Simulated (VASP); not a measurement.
# N (P6_3/mmc) in VASP: further runs

N is run at these levels: PBE; tasks: single point.

Everything below comes from runs of VASP 6.6.1. Logs are shortened: lines on timing, memory, paths and dates and some standing lists are left out, and cuts for length are marked.

### 1 The cell of the first run

It takes space group P6_3/mmc (No. 194, hexagonal). The conventional cell has a = 4.167 Å, b = 4.167 Å, c = 7.006 Å, α = 90.00°, β = 90.00°, γ = 120.00°. N (site symmetry 3m) has 1 N at 1.11 Å within 1.5 Å.

### 2 Single point, PBE

File INCAR:

```
PREC     = Accurate       # precision mode
ENCUT    = 520            # plane-wave cutoff, eV
EDIFF    = 1E-6           # SCF threshold, eV
ISMEAR   = -1             # smearing method
SIGMA    = 0.05           # smearing width, eV
LREAL    = False          # projectors in reciprocal space
LASPH    = True           # aspherical terms in the spheres
NELM     = 80             # most SCF steps
ALGO     = Normal         # electronic algorithm
ISIF     = 2              # what is computed and relaxed
LWAVE    = False          # write WAVECAR
LCHARG   = True           # write CHGCAR
GGA      = PE             # functional
LELF     = True           # ELF
LVHAR    = True         
NBANDS   = 18             # bands
```

File KPOINTS:

```
regular mesh
0
Gamma
  7 7 4
```

File POSCAR:

```
N
1.0
    4.1672328106      0.0000000000      0.0000000000
   -2.0836164053      3.6089294775      0.0000000000
    0.0000000000      0.0000000000      7.0060035100
N
4
Direct
    0.6666666667      0.3333333333      0.6710699600
    0.6666666667      0.3333333333      0.8289300400
    0.3333333333      0.6666666667      0.1710699600
    0.3333333333      0.6666666667      0.3289300400
```

Potentials or basis: VASP PAW PBE potentials, release 64 (N).

On the command line:

```sh
$ cat potpaw_PBE.64/N/POTCAR > POTCAR
$ mpirun -np 1 vasp_std > vasp.out
```

OUTCAR:

```text
PREC = Accurate
   ENCUT = 520
   EDIFF = 1E-6
   ISMEAR = -1
   LREAL = False
   LASPH = True
   NELM = 80
   ISIF = 2
   GGA = PE

 ion  position               nearest neighbor table
   1  0.667  0.333  0.671-   2 1.11
   2  0.667  0.333  0.829-   1 1.11
   3  0.333  0.667  0.171-   4 1.11
   4  0.333  0.667  0.329-   3 1.11

  LATTYP: Found a hexagonal cell.
 ALAT       =     4.1672328106
 C/A-ratio  =     1.6812124084

  Lattice vectors:

 A1 = (   4.1672328106,   0.0000000000,   0.0000000000)
 A2 = (  -2.0836164053,   3.6089294775,   0.0000000000)
 A3 = (   0.0000000000,   0.0000000000,   7.0060035100)

Analysis of symmetry for initial positions (statically):
=====================================================================
 Subroutine PRICEL returns:
 Original cell was already a primitive cell.

 Routine SETGRP: Setting up the symmetry group for a
 hexagonal supercell.

 Subroutine GETGRP returns: Found 24 space group operations
 (whereof 12 operations were pure point group operations)
 out of a pool of 24 trial point group operations.

The static configuration has the point symmetry D_3d.
 The point group associated with its full space group is D_6h.

Analysis of symmetry for dynamics (positions and initial velocities):
=====================================================================
 Subroutine PRICEL returns:
 Original cell was already a primitive cell.

 Routine SETGRP: Setting up the symmetry group for a
 hexagonal supercell.

 Subroutine GETGRP returns: Found 24 space group operations
 (whereof 12 operations were pure point group operations)
 out of a pool of 24 trial point group operations.

The dynamic configuration has the point symmetry D_3d.
 The point group associated with its full space group is D_6h.

 Subroutine INISYM returns: Found 24 space group operations
 (whereof 12 operations are pure point group operations),
 and found     1 'primitive' translations

----------------------------------------------------------------------------------------

                                     Primitive cell

  volume of cell :     105.3650

  direct lattice vectors                    reciprocal lattice vectors
     4.167232811  0.000000000  0.000000000     0.239967395  0.138545240  0.000000000
    -2.083616405  3.608929477  0.000000000     0.000000000  0.277090480  0.000000000
     0.000000000  0.000000000  7.006003510     0.000000000  0.000000000  0.142734727

  length of vectors
     4.167232811  4.167232811  7.006003510     0.277090480  0.277090480  0.142734727

  position of ions in fractional coordinates (direct lattice)
     0.666666667  0.333333333  0.671069960
     0.666666667  0.333333333  0.828930040
     0.333333333  0.666666667  0.171069960
     0.333333333  0.666666667  0.328930040

  ion indices of the primitive-cell ions
   primitive index   ion index
                 1           1
                 2           2
                 3           3
                 4           4

----------------------------------------------------------------------------------------

 KPOINTS: regular mesh

Automatic generation of k-mesh.
 Grid dimensions read from file:
 generate k-points for:    7    7    4

 Generating k-lattice:

  Cartesian coordinates                     Fractional coordinates (reciprocal lattice)
     0.034281056  0.019792177  0.000000000     0.142857143  0.000000000  0.000000000
     0.000000000  0.039584354  0.000000000     0.000000000  0.142857143  0.000000000
     0.000000000  0.000000000  0.035683682     0.000000000  0.000000000  0.250000000

  Length of vectors
     0.039584354  0.039584354  0.035683682

  Shift w.r.t. Gamma in fractional coordinates (k-lattice)
     0.000000000  0.000000000  0.000000000

 Subroutine IBZKPT returns following result:
 ===========================================

 Found     24 irreducible k-points:

 Following reciprocal coordinates:
            Coordinates               Weight
  0.000000  0.000000  0.000000      1.000000
  0.142857  0.000000  0.000000      6.000000
  0.285714  0.000000  0.000000      6.000000
  0.428571  0.000000  0.000000      6.000000
  0.142857  0.142857  0.000000      6.000000
  0.285714  0.142857  0.000000     12.000000
[... 16 lines left out ...]
  0.428571  0.142857  0.500000      6.000000
  0.285714  0.285714  0.500000      6.000000
   k-points           NKPTS =     24   k-points in BZ     NKDIM =     24   number of bands    NBANDS=     18
   number of dos      NEDOS =    301   number of ions     NIONS =      4
   total plane-waves  NPLWV =  55296
   dimension x,y,z NGX =    32 NGY =   32 NGZ =   54
   dimension x,y,z NGXF=    64 NGYF=   64 NGZF=  108
   ions per type =               4
   NGX,Y,Z   is equivalent  to a cutoff of  12.77, 12.77, 12.81 a.u.
   NGXF,Y,Z  is equivalent  to a cutoff of  25.53, 25.53, 25.63 a.u.
 SYSTEM =  unknown system
   PREC   = accura    normal or accurate (medium, high low for compatibility)
   ISTART =      0    job   : 0-new  1-cont  2-samecut
   ICHARG =      2    charge: 1-file 2-atom 10-const
   ISPIN  =      1    spin polarized calculation?
   LNONCOLLINEAR =      F non collinear calculations
   LSORBIT =      F    spin-orbit coupling
   LASPH  =      T    aspherical Exc in radial PAW
   ENCUT  =  520.0 eV  38.22 Ry    6.18 a.u.   7.75  7.75 13.03*2*pi/ulx,y,z
   NELM   =     80;   NELMIN=  2; NELMDL= -5     # of ELM steps
   EDIFF  = 0.1E-05   stopping-criterion for ELM
   LREAL  =      F    real-space projection
   EDIFFG = 0.1E-04   stopping-criterion for IOM
   NSW    =      0    number of steps for IOM
   IBRION =     -1    ionic relax: 0-MD 1-quasi-New 2-CG
   NFREE  =      0    steps in history (QN), initial steepest desc. (CG)
   ISIF   =      2    stress and relaxation
   ISYM   =      2    0-nonsym 1-usesym 2-fastsym
   POTIM  = 0.5000    time-step for ionic-motion
   TEBEG  =    0.0;   TEEND  =   0.0 temperature during run
   PSTRESS=    0.0 pullay stress
   NELECT =      20.0000    total number of electrons
   NUPDOWN=      -1.0000    fix difference up-down
   EMIN   =  10.00;   EMAX   =-10.00  energy-range for DOS
   EFERMI =   0.00;   METHOD = LEGACY
   ISMEAR =    -1;   SIGMA  =   0.05  broadening in eV -4-tet -1-fermi 0-gaus
   EFERMI_NEDOS =   21; number of points for ismear=-14 and -15
   IALGO  =     38    algorithm
   IMIX   =      4    mixing-type and parameters
     AMIX     =   0.40;   BMIX     =  1.00
     AMIX_MAG =   1.60;   BMIX_MAG =  1.00
  volume/ion in A,a.u.               =      26.34       177.76
  Fermi-wavevector in a.u.,A,eV,Ry     =   0.940848  1.777944 12.043801  0.885194
  Thomas-Fermi vector in A             =   2.068300
   LORBIT       =      0    0 simple, 1 ext, 2 COOP (PROOUT), +10 PAW based schemes
   GGA     = PE    functional components
   LHFCALC =     F    Hartree Fock is set to
   AEXX    =    0.0000 exact exchange contribution
   IVDW    =     0    specifies the selected vdW correction
   LEPSILON=     F    determine dielectric tensor
   LRPA    =     F    only Hartree local field effects (RPA)
 non-spin polarized calculation
  energy-cutoff  :      520.00
  volume of cell :      105.37
 maximum number of plane-waves:      2882
 NGX is ok and might be reduce to    32
   NGX = 15   NGY = 15   NGZ = 27

 number of electron      20.0000001 magnetization

 Free energy of the ion-electron system (eV)
  ---------------------------------------------------
  ext. energy  EPLUGINS =         0.00000000
  ---------------------------------------------------
  free energy    TOTEN  =       -33.31650029 eV

  energy without entropy =      -33.31650029  energy(sigma->0) =      -33.31650029

 E-fermi :  -5.6190     XC(G=0):  -5.8852

 val. band max:       -6.7457673159   @ k =   0.0000   0.0000   0.0000
 cond. band min:       0.2892891864   @ k =   0.2857   0.2857   0.0000
 fundamental gap:      7.0350565023
 Fermi energy:        -5.6189545621

 k-point     1 :       0.0000    0.0000    0.0000
  band No.  band energies     occupation
      1     -25.3161      2.00000
      2     -25.2915      2.00000
      3     -10.9057      2.00000
      4     -10.1746      2.00000
      5      -8.5163      2.00000
      6      -8.5163      2.00000
[... 10 lines left out ...]
     17       5.7761      0.00000
     18       9.7110      0.00000

 k-point     2 :       0.1429    0.0000    0.0000
  band No.  band energies     occupation
      1     -25.3123      2.00000
      2     -25.2899      2.00000
      3     -10.8642      2.00000
      4     -10.1967      2.00000
      5      -8.5723      2.00000
      6      -8.5356      2.00000
[... 10 lines left out ...]
     17       6.1219      0.00000
     18       8.5169      0.00000

 k-point     3 :       0.2857    0.0000    0.0000
  band No.  band energies     occupation
      1     -25.3035      2.00000
      2     -25.2870      2.00000
      3     -10.7546      2.00000
      4     -10.2610      2.00000
      5      -8.7134      2.00000
      6      -8.6304      2.00000
[... 10 lines left out ...]
     17       6.9685      0.00000
     18       7.0856      0.00000

 k-point     4 :       0.4286    0.0000    0.0000
  band No.  band energies     occupation
      1     -25.2954      2.00000
      2     -25.2858      2.00000
      3     -10.6304      2.00000
      4     -10.3486      2.00000
      5      -8.8145      2.00000
      6      -8.7078      2.00000
[... 10 lines left out ...]
     17       6.1398      0.00000
     18       7.4245      0.00000

 k-point     5 :       0.1429    0.1429    0.0000
  band No.  band energies     occupation
      1     -25.3060      2.00000
      2     -25.2877      2.00000
      3     -10.7882      2.00000
      4     -10.2402      2.00000
      5      -8.6529      2.00000
      6      -8.6322      2.00000
[... 10 lines left out ...]
     17       6.7117      0.00000
     18       7.4991      0.00000

 k-point     6 :       0.2857    0.1429    0.0000
  band No.  band energies     occupation
      1     -25.2974      2.00000
      2     -25.2859      2.00000
      3     -10.6649      2.00000
      4     -10.3221      2.00000
      5      -8.7663      2.00000
      6      -8.6888      2.00000
[... 10 lines left out ...]
     17       6.5045      0.00000
     18       7.6438      0.00000

 k-point     7 :       0.4286    0.1429    0.0000
  band No.  band energies     occupation
      1     -25.2926      2.00000
      2     -25.2861      2.00000
      3     -10.5789      2.00000
      4     -10.3895      2.00000
      5      -8.8101      2.00000
      6      -8.7062      2.00000
[... 10 lines left out ...]
     17       6.2307      0.00000
     18       7.3147      0.00000

 k-point     8 :       0.2857    0.2857    0.0000
  band No.  band energies     occupation
      1     -25.2910      2.00000
      2     -25.2865      2.00000
      3     -10.5488      2.00000
      4     -10.4151      2.00000
      5      -8.7741      2.00000
      6      -8.7038      2.00000
[... 10 lines left out ...]
     17       6.1671      0.00000
     18       7.5274      0.00000
[... 229 lines left out ...]
     17       7.4467      0.00000
     18       7.4467      0.00000

 k-point    20 :       0.4286    0.0000    0.5000
  band No.  band energies     occupation
      1     -25.2907      2.00000
      2     -25.2907      2.00000
      3     -10.5128      2.00000
      4     -10.5128      2.00000
      5      -8.7078      2.00000
      6      -8.7078      2.00000
[... 10 lines left out ...]
     17       6.3049      0.00000
     18       6.3049      0.00000

 k-point    21 :       0.1429    0.1429    0.5000
  band No.  band energies     occupation
      1     -25.2969      2.00000
      2     -25.2969      2.00000
      3     -10.5532      2.00000
      4     -10.5532      2.00000
      5      -8.5912      2.00000
      6      -8.5912      2.00000
[... 10 lines left out ...]
     17       7.8316      0.00000
     18       7.8316      0.00000

 k-point    22 :       0.2857    0.1429    0.5000
  band No.  band energies     occupation
      1     -25.2916      2.00000
      2     -25.2916      2.00000
      3     -10.5194      2.00000
      4     -10.5194      2.00000
      5      -8.6711      2.00000
      6      -8.6711      2.00000
[... 10 lines left out ...]
     17       6.7929      0.00000
     18       6.7929      0.00000

 k-point    23 :       0.4286    0.1429    0.5000
  band No.  band energies     occupation
      1     -25.2894      2.00000
      2     -25.2894      2.00000
      3     -10.5041      2.00000
      4     -10.5041      2.00000
      5      -8.7048      2.00000
      6      -8.7048      2.00000
[... 10 lines left out ...]
     17       6.0445      0.00000
     18       6.0445      0.00000

 k-point    24 :       0.2857    0.2857    0.5000
  band No.  band energies     occupation
      1     -25.2888      2.00000
      2     -25.2888      2.00000
      3     -10.5000      2.00000
      4     -10.5000      2.00000
      5      -8.6745      2.00000
      6      -8.6745      2.00000
[... 10 lines left out ...]
     17       6.2029      0.00000
     18       6.2029      0.00000

------------------------ aborting loop because EDIFF is reached ----------------------------------------

  FORCE on cell =-STRESS in cart. coord.  units (eV):
  Direction    XX          YY          ZZ          XY          YZ          ZX
  --------------------------------------------------------------------------------------
  -------------------------------------------------------------------------------------
  Total        0.0502503      0.0502503      2.5331172      0.0000000     -0.0000000     -0.0000000
  in kB        0.7641039      0.7641039     38.5184998      0.0000000     -0.0000000     -0.0000000
  external PRESSURE =      13.3489026 kB  Pullay stress =       0.0000000 kB

 VOLUME and BASIS-vectors are now :
 -----------------------------------------------------------------------------
  energy-cutoff  :      520.00
  volume of cell :      105.37
      direct lattice vectors                 reciprocal lattice vectors
     4.167232811  0.000000000  0.000000000     0.239967395  0.138545240  0.000000000
    -2.083616405  3.608929477  0.000000000     0.000000000  0.277090480  0.000000000
     0.000000000  0.000000000  7.006003510     0.000000000  0.000000000  0.142734727

 POSITION                                       TOTAL-FORCE (eV/Angst)
 -----------------------------------------------------------------------------------
      2.08362      1.20298      4.70152         0.000000     -0.000000     -1.112190
      2.08362      1.20298      5.80749         0.000000     -0.000000      1.112190
     -0.00000      2.40595      1.19852        -0.000000      0.000000     -1.112190
     -0.00000      2.40595      2.30449        -0.000000      0.000000      1.112190
 -----------------------------------------------------------------------------------
    total drift:                               -0.000000      0.000000      0.000000

  FREE ENERGIE OF THE ION-ELECTRON SYSTEM (eV)
  ---------------------------------------------------
  free  energy   TOTEN  =       -33.3165002865 eV

  energy  without entropy=      -33.3165002865  energy(sigma->0) =      -33.31650029
```

Run time: 71 s. Hardware: 1 thread of AMD EPYC 7R43 (Zen 3), shared host; peak memory 0.17 GiB.

What came out:

```yaml
Free_energy: -33.3165 eV
Pressure: 1.3 GPa
Largest_force: 1.112 eV/Å
Band_gap_on_the_k_mesh: 7.04 eV, indirect (least direct gap 7.31 eV)
```

Forces in eV/Å, atoms in the order of the input:
```
N    0.000  0.000 -1.112
N    0.000  0.000  1.112
N    0.000  0.000 -1.112
N    0.000  0.000  1.112
```

Stress tensor (GPa, compression positive):
```
0.08 0.00 0.00
0.00 0.08 0.00
0.00 0.00 3.85
```

Levels at points of the mesh, in eV from the valence-band top:
```
           k point  band 6  band 7  band 8  band 9  band 10  band 11  band 12  band 13  band 14  band 15
(0.00, 0.00, 0.00)   -1.77   -1.67   -1.67   -1.10     0.00     7.74     7.74     8.21     8.21     9.94
(0.00, 0.00, 0.50)   -1.72   -1.72   -1.72   -0.50    -0.50     7.96     7.96     7.96     7.96    10.11
```

Caveat: the standard files for N, O and F lose accuracy on very short bonds; forces of over 1 eV/Å act on the atoms, so gaps and moduli don't describe the material at rest. A k mesh can miss the band edges.

### 3 Single point, PBE

File INCAR:

```
SYSTEM = N
ALGO = Normal
EDIFF = 1E-6
ENCUT = 520
GGA = PE
ISIF = 2
ISMEAR = -1
LASPH = .True.
LCHARG = .False.
LREAL = .False.
LWAVE = .False.
NBANDS = 18
NELM = 80
PREC = Accurate
SIGMA = 0.05
```

File KPOINTS:

```
k-points
0
Gamma
  7 7 4
  0 0 0
```

POSCAR is that of step 2.

Potentials or basis: VASP PAW PBE potentials, release 64 (N).

On the command line:

```sh
$ cat potpaw_PBE.64/N/POTCAR > POTCAR
$ mpirun -np 1 vasp_std > vasp.out
```

It took 71 s on 1 thread of AMD EPYC 7R43 (Zen 3), shared host; peak memory 0.18 GiB.

It converged, with:

* Free energy: -33.3165 eV
* Pressure: 1.3 GPa
* Largest force: 1.112 eV/Å
* Band gap on the k mesh: 7.04 eV, indirect (least direct gap 7.31 eV)

Forces in eV/Å, atoms in the order of the input:
```
N    0.000  0.000 -1.112
N    0.000  0.000  1.112
N    0.000  0.000 -1.112
N    0.000  0.000  1.112
```

Stress tensor (GPa, compression positive):
```
0.08 0.00 0.00
0.00 0.08 0.00
0.00 0.00 3.85
```

Levels at points of the mesh, in eV from the valence-band top:
| k point | band 7 | band 8 | band 9 | band 10 | band 11 | band 12 | band 13 | band 14 |
| --- | --- | --- | --- | --- | --- | --- | --- | --- |
| (0.00, 0.00, 0.00) | -1.67 | -1.67 | -1.10 | 0.00 | 7.74 | 7.74 | 8.21 | 8.21 |
| (0.00, 0.00, 0.50) | -1.72 | -1.72 | -0.50 | -0.50 | 7.96 | 7.96 | 7.96 | 7.96 |

Caveat: the standard files for N, O and F lose accuracy on very short bonds; forces of over 1 eV/Å act on the atoms, so gaps and moduli don't describe the material at rest. A k mesh can miss the band edges.
